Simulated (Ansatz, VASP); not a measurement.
**MnO in VASP and in Ansatz**

The input INCAR:

```
PREC = Accurate ; ENCUT = 520
EDIFF = 1E-7 ; ISMEAR = -1
SIGMA = 0.05 ; LREAL = F
LASPH = T ; NELM = 150
ALGO = Normal ; ISIF = 2
LWAVE = F ; LCHARG = F
ISPIN = 2 ; MAGMOM = 4 0
LORBIT = 11 ; LMAXMIX = 4
GGA = PE ; NBANDS = 20
```

Contents of KPOINTS:

```
regular mesh
0
Gamma
  14 14 14
```

POSCAR

```
MnO
1.0
    0.0000000000      2.2440014309      2.2440014309
    2.2440014309      0.0000000000      2.2440014309
    2.2440014309      2.2440014309      0.0000000000
Mn O
1 1
Direct
    0.0000000000      0.0000000000      0.0000000000
    0.5000000000      0.5000000000      0.5000000000
```

Input for Ansatz:

```yaml
crystal:
  lattice:
    - [0.0, 2.2440014309, 2.2440014309]
    - [2.2440014309, 0.0, 2.2440014309]
    - [2.2440014309, 2.2440014309, 0.0]
  atoms:
    - { symbol: Mn, position: [0.0, 0.0, 0.0], spin: 4.0 }
    - { symbol: O, position: [0.5, 0.5, 0.5] }
magnetization:
  spin_polarized: true
kpoints:
  mp_grid: { grid: [14, 14, 14] }
scf:
  occupations: { method: fermi_dirac, width: 0.05 }
hamiltonian:
  xc: pbe
  pseudopotentials: { kind: all_electron, lapw: { basis_error: 0.001 } }
output:
  forces: true
  stress: true
  eigenvalues: true
```

Change from the starting cell: volume scaled by 1.03.

Alike in both runs: task single point; functional PBE; k mesh 14 × 14 × 14; occupations fermi-dirac, width 0.05 eV; collinear spin.

|  | VASP | Ansatz |
| --- | --- | --- |
| version | VASP 6.6.1 | Ansatz 0.2.0 |
| potentials or method | VASP PAW PBE potentials, release 64 (Mn_pv, O), cutoff 520 eV | all-electron LAPW, scalar-relativistic |

|  | VASP | Ansatz | Ansatz less VASP |
| --- | --- | --- | --- |
| pressure (GPa) | -3.1 | -3.2 | -0.14 |
| net moment per atom (μB) | 2.41 | 2.41 | 0.000 |
| size of the moment on the site where the two differ most (μB) | 0.20 | 0.23 | +0.030 |

Site moments also hang on the region over which each program counts them. Ansatz ran all-electron here, and VASP with PAW potentials.
